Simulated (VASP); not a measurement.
# W (Fm-3m) in VASP: a series of runs, part 2 of 2

VASP 6.6.1.

### 4 Electric field gradients, LDA (volume scaled by 0.99)

INCAR

```
ALGO = Normal
EDIFF = 1E-8
ENCUT = 520
GGA = CA
ISIF = 2
ISMEAR = -1
LASPH = True
LCHARG = False
LEFG = True
LREAL = False
LWAVE = False
NBANDS = 13
NELM = 80
PREC = Accurate
SIGMA = 0.05
```

KPOINTS

```
k-points
0
Gamma
  14 14 14
```

POSCAR

```
W
1.0
    0.0000000000      2.0232106516      2.0232106516
    2.0232106516      0.0000000000      2.0232106516
    2.0232106516      2.0232106516      0.0000000000
W
1
Direct
    0.0000000000      0.0000000000      0.0000000000
```

Potentials or basis: VASP PAW LDA potentials, release 64 (W_sv).

Launch:

```console
cat potpaw_LDA.64/W_sv/POTCAR > POTCAR
mpirun -np 1 vasp_std > vasp.out
```

OUTCAR:

```text
EDIFF = 1E-8
   ENCUT = 520
   GGA = CA
   ISIF = 2
   ISMEAR = -1
   LASPH = True
   LREAL = False
   NELM = 80
   PREC = Accurate

 ion  position               nearest neighbor table
   1  0.000  0.000  0.000-

  LATTYP: Found a face centered cubic cell.
 ALAT       =     4.0464213032

  Lattice vectors:

 A1 = (   0.0000000000,   2.0232106516,   2.0232106516)
 A2 = (   2.0232106516,   0.0000000000,   2.0232106516)
 A3 = (   2.0232106516,   2.0232106516,   0.0000000000)

Analysis of symmetry for initial positions (statically):
=====================================================================
 Subroutine PRICEL returns:
 Original cell was already a primitive cell.

 Routine SETGRP: Setting up the symmetry group for a
 face centered cubic supercell.

 Subroutine GETGRP returns: Found 48 space group operations
 (whereof 48 operations were pure point group operations)
 out of a pool of 48 trial point group operations.

The static configuration has the point symmetry O_h .

Analysis of symmetry for dynamics (positions and initial velocities):
=====================================================================
 Subroutine PRICEL returns:
 Original cell was already a primitive cell.

 Routine SETGRP: Setting up the symmetry group for a
 face centered cubic supercell.

 Subroutine GETGRP returns: Found 48 space group operations
 (whereof 48 operations were pure point group operations)
 out of a pool of 48 trial point group operations.

The dynamic configuration has the point symmetry O_h .

 Subroutine INISYM returns: Found 48 space group operations
 (whereof 48 operations are pure point group operations),
 and found     1 'primitive' translations

----------------------------------------------------------------------------------------

                                     Primitive cell

  volume of cell :      16.5635

  direct lattice vectors                    reciprocal lattice vectors
     0.000000000  2.023210652  2.023210652    -0.247131953  0.247131953  0.247131953
     2.023210652  0.000000000  2.023210652     0.247131953 -0.247131953  0.247131953
     2.023210652  2.023210652  0.000000000     0.247131953  0.247131953 -0.247131953

  length of vectors
     2.861251943  2.861251943  2.861251943     0.428045099  0.428045099  0.428045099

  position of ions in fractional coordinates (direct lattice)
     0.000000000  0.000000000  0.000000000

  ion indices of the primitive-cell ions
   primitive index   ion index
                 1           1

----------------------------------------------------------------------------------------

 KPOINTS: k-points

Automatic generation of k-mesh.
 Grid dimensions read from file:
 generate k-points for:   14   14   14

 Generating k-lattice:

[... 71 lines left out ...]
   PSTRESS=    0.0 pullay stress
   NELECT =      14.0000    total number of electrons
   NUPDOWN=      -1.0000    fix difference up-down
   EMIN   =  10.00;   EMAX   =-10.00  energy-range for DOS
   EFERMI =   0.00;   METHOD = LEGACY
   ISMEAR =    -1;   SIGMA  =   0.05  broadening in eV -4-tet -1-fermi 0-gaus
   EFERMI_NEDOS =   21; number of points for ismear=-14 and -15
   IALGO  =     38    algorithm
   IMIX   =      4    mixing-type and parameters
     AMIX     =   0.40;   BMIX     =  1.00
     AMIX_MAG =   1.60;   BMIX_MAG =  1.00
  volume/ion in A,a.u.               =      16.56       111.78
  Fermi-wavevector in a.u.,A,eV,Ry     =   1.547865  2.925041 32.598008  2.395886
  Thomas-Fermi vector in A             =   2.652897
   LORBIT       =      0    0 simple, 1 ext, 2 COOP (PROOUT), +10 PAW based schemes
   GGA     = CA    functional components
   LHFCALC =     F    Hartree Fock is set to
   AEXX    =    0.0000 exact exchange contribution
   IVDW    =     0    specifies the selected vdW correction
   LEPSILON=     F    determine dielectric tensor
   LRPA    =     F    only Hartree local field effects (RPA)
 non-spin polarized calculation
  energy-cutoff  :      520.00
  volume of cell :       16.56
 maximum number of plane-waves:       459
 NGX is ok and might be reduce to    24
   NGX = 11   NGY = 11   NGZ = 11

 number of electron      14.0000002 magnetization

 Free energy of the ion-electron system (eV)
  ---------------------------------------------------
  ext. energy  EPLUGINS =         0.00000000
  ---------------------------------------------------
  free energy    TOTEN  =       -13.58167553 eV

  energy without entropy =      -13.57134014  energy(sigma->0) =      -13.57650784

 E-fermi :  10.1950     XC(G=0): -13.5745

 val. band max:       10.1892722998   @ k =  -0.1429   0.0714   0.0000
 cond. band min:      10.2181810102   @ k =   0.2143   0.1429   0.0714
 fundamental gap:      0.0289087104
 Fermi energy:        10.1949866257

 k-point     1 :       0.0000    0.0000    0.0000
  band No.  band energies     occupation
      1     -63.0204      2.00000
      2     -26.9089      2.00000
      3     -26.9089      2.00000
      4     -26.9089      2.00000
      5       1.3715      2.00000
      6       9.6506      1.99996
      7       9.6506      1.99996
      8       9.6506      1.99996
      9      12.6974      0.00000
     10      12.6974      0.00000
     11      23.0911      0.00000
     12      28.1951      0.00000
     13      28.1951      0.00000
[... 354 lines left out ...]
  band No.  band energies     occupation
      1     -62.9581      2.00000
      2     -27.4848      2.00000
      3     -27.0651      2.00000
      4     -27.0534      2.00000
      5       4.0775      2.00000
      6       7.9636      2.00000
      7       9.8420      1.99828
      8      10.7981      0.00001
      9      12.1568      0.00000
     10      13.7465      0.00000
     11      24.8492      0.00000
     12      27.7887      0.00000
     13      29.9625      0.00000

 [... further k-points ...]

------------------------ aborting loop because EDIFF is reached ----------------------------------------

  FORCE on cell =-STRESS in cart. coord.  units (eV):
  Direction    XX          YY          ZZ          XY          YZ          ZX
  --------------------------------------------------------------------------------------
  -------------------------------------------------------------------------------------
  Total       -1.4300027     -1.4300027     -1.4300027      0.0000000      0.0000000      0.0000000
  in kB     -138.3229185   -138.3229185   -138.3229185      0.0000000      0.0000000      0.0000000
  external PRESSURE =    -138.3229185 kB  Pullay stress =       0.0000000 kB

 VOLUME and BASIS-vectors are now :
 -----------------------------------------------------------------------------
  energy-cutoff  :      520.00
  volume of cell :       16.56
      direct lattice vectors                 reciprocal lattice vectors
     0.000000000  2.023210652  2.023210652    -0.247131953  0.247131953  0.247131953
     2.023210652  0.000000000  2.023210652     0.247131953 -0.247131953  0.247131953
     2.023210652  2.023210652  0.000000000     0.247131953  0.247131953 -0.247131953

 POSITION                                       TOTAL-FORCE (eV/Angst)
 -----------------------------------------------------------------------------------
      0.00000      0.00000      0.00000         0.000000     -0.000000     -0.000000
 -----------------------------------------------------------------------------------
    total drift:                               -0.000000      0.000000      0.000000

  FREE ENERGIE OF THE ION-ELECTRON SYSTEM (eV)
  ---------------------------------------------------
  free  energy   TOTEN  =       -13.5816755320 eV

  energy  without entropy=      -13.5713401429  energy(sigma->0) =      -13.57650784

 Electric field gradients (V/A^2)
---------------------------------------------------------------------
 ion       V_xx      V_yy      V_zz      V_xy      V_xz      V_yz
---------------------------------------------------------------------
   1      -0.000    -0.000     0.000    -0.000    -0.000    -0.000
---------------------------------------------------------------------

 Electric field gradients after diagonalization (V/A^2)
 (convention: |V_zz| > |V_xx| > |V_yy|)
----------------------------------------------------------------------
 ion       V_xx      V_yy      V_zz     asymmetry (V_yy - V_xx)/ V_zz
----------------------------------------------------------------------
   1       0.000     0.000    -0.000       0.000
----------------------------------------------------------------------

           NMR quadrupolar parameters

 Cq : quadrupolar parameter    Cq=e*Q*V_zz/h
 eta: asymmetry parameters     (V_yy - V_xx)/ V_zz
 Q  : nuclear electric quadrupole moment in mb (millibarn)
----------------------------------------------------------------------
 ion       Cq(MHz)       eta       Q (mb)
----------------------------------------------------------------------
   1      -0.000       0.000       1.000
----------------------------------------------------------------------
```

OSZICAR:

```text
N       E                     dE             d eps       ncg     rms          rms(c)
DAV:   1     0.835780664039E+02    0.83578E+02   -0.75401E+03  2704   0.121E+03
DAV:   2    -0.125190610301E+02   -0.96097E+02   -0.92875E+02  3029   0.317E+02
DAV:   3    -0.142636912401E+02   -0.17446E+01   -0.17350E+01  3029   0.408E+01
DAV:   4    -0.142715711859E+02   -0.78799E-02   -0.78777E-02  2999   0.302E+00
DAV:   5    -0.142716416139E+02   -0.70428E-04   -0.70428E-04  3029   0.270E-01    0.188E+01
DAV:   6    -0.137164922589E+02    0.55515E+00   -0.46656E-01  2879   0.865E+00    0.707E+00
DAV:   7    -0.135872279420E+02    0.12926E+00   -0.19420E-01  3009   0.518E+00    0.484E-01
DAV:   8    -0.135816969068E+02    0.55310E-02   -0.42147E-03  2724   0.869E-01    0.648E-02
DAV:   9    -0.135816713974E+02    0.25509E-04   -0.67825E-05  3462   0.910E-02    0.419E-02
DAV:  10    -0.135816755707E+02   -0.41733E-05   -0.40408E-06  2854   0.259E-02    0.907E-03
DAV:  11    -0.135816755360E+02    0.34672E-07   -0.14222E-07  2909   0.387E-03    0.429E-04
DAV:  12    -0.135816755320E+02    0.39890E-08   -0.29637E-09  1792   0.604E-04
   1 F= -.13581676E+02 E0= -.13576508E+02  d E =-.103354E-01
```

stdout:

```text
POSCAR found type information on POSCAR W
 POSCAR found :  1 types and       1 ions
 scaLAPACK will be used
 LDA part: xc-table for (Slater(with rela. corr.)+CA(PZ))
 , standard interpolation
 POSCAR, INCAR and KPOINTS ok, starting setup
 FFT: planning ... GRIDC
 FFT: planning ... GRID_SOFT
 FFT: planning ... GRID
 WAVECAR not read
 entering main loop
ion   1
```

Wall time 12 s (1 thread of Intel Xeon Platinum 8259CL at 2.50GHz (Skylake/Cascade Lake), shared host); peak memory 0.14 GiB.

What came out:

```yaml
Free_energy: -13.5817 eV
Pressure: -13.8 GPa
Band_gap_on_the_k_mesh: zero (band 7 reaches 13.37 eV, above the bottom of band 8 at 9.65 eV)
```

Levels at points of the mesh, in eV from the Fermi level:
| k point | band 3 | band 4 | band 5 | band 6 | band 7 | band 8 | band 9 | band 10 | band 11 | band 12 |
| --- | --- | --- | --- | --- | --- | --- | --- | --- | --- | --- |
| (0.00, 0.00, 0.00) | -37.10 | -37.10 | -8.82 | -0.54 | -0.54 | -0.54 | 2.50 | 2.50 | 12.90 | 18.00 |
| (0.50, 0.00, 0.00) | -37.26 | -37.26 | -5.49 | -0.77 | -0.77 | 0.79 | 4.97 | 4.97 | 10.18 | 12.53 |
| (0.50, 0.50, 0.00) | -37.51 | -37.51 | -5.38 | -4.43 | 3.17 | 4.91 | 5.70 | 5.70 | 11.76 | 11.76 |

Caveat: without QUAD_EFG the Cq values of the log hold for a quadrupole moment of 1 mb, not for the nuclei; spin-orbit coupling is left out, which moves the levels of the heavy elements.
